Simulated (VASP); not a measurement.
Set up this calculation in VASP 6.6.1, as the native input.

```
Task                   : single point
Functional             : PBEsol
Potentials or basis    : VASP PAW PBE potentials, release 64 (Si, O)
Cutoff                 : 520 eV
k mesh                 : 6 × 6 × 10
Occupations            : fermi-dirac, width 0.05 eV
Spin                   : no spin polarisation
Dipole correction      : no
Further INCAR settings : ALGO = Normal; EDIFF = 1e-06; NBANDS = 25
```

The structure of SiO2 lies in POSCAR:

```
SiO2
1.0
    4.2331690000      0.0000000000      0.0000000000
    0.0000000000      4.2331690000      0.0000000000
    0.0000000000      0.0000000000      2.6934950000
Si O
2 4
Direct
    0.0000000000      0.0000000000      0.0000000000
    0.5000000000      0.5000000000      0.5000000000
    0.8068390000      0.1931610000      0.5000000000
    0.3068390000      0.3068390000      0.0000000000
    0.1931610000      0.8068390000      0.5000000000
    0.6931610000      0.6931610000      0.0000000000
```

The input as run:

INCAR

```
ALGO = Normal ; EDIFF = 1E-6
ENCUT = 520 ; GGA = PS
ISIF = 2 ; ISMEAR = -1
LASPH = T ; LCHARG = F
LREAL = F ; LWAVE = F
NBANDS = 25 ; NELM = 100
PREC = Accurate ; SIGMA = 0.05
```

KPOINTS

```
k-points
0
Gamma
  6 6 10
```

Potentials or basis: VASP PAW PBE potentials, release 64 (Si, O).

Launch:

```console
$ cat potpaw_PBE.64/Si/POTCAR potpaw_PBE.64/O/POTCAR > POTCAR
$ mpirun -np 1 vasp_std > vasp.out
```

Results of the run:

| Quantity | Value |
| --- | --- |
| Pressure | -6.0 GPa |
| Largest force | 0.003 eV/Å |
| Band gap on the k mesh | 4.99 eV |

Caveat: the cell stands under tension; the PAW data sets were made with another functional, which shifts forces and pressure a little.

Wall time 66 s on 1 thread of Intel Xeon 8259CL, on a shared host, peak memory 0.18 GiB.
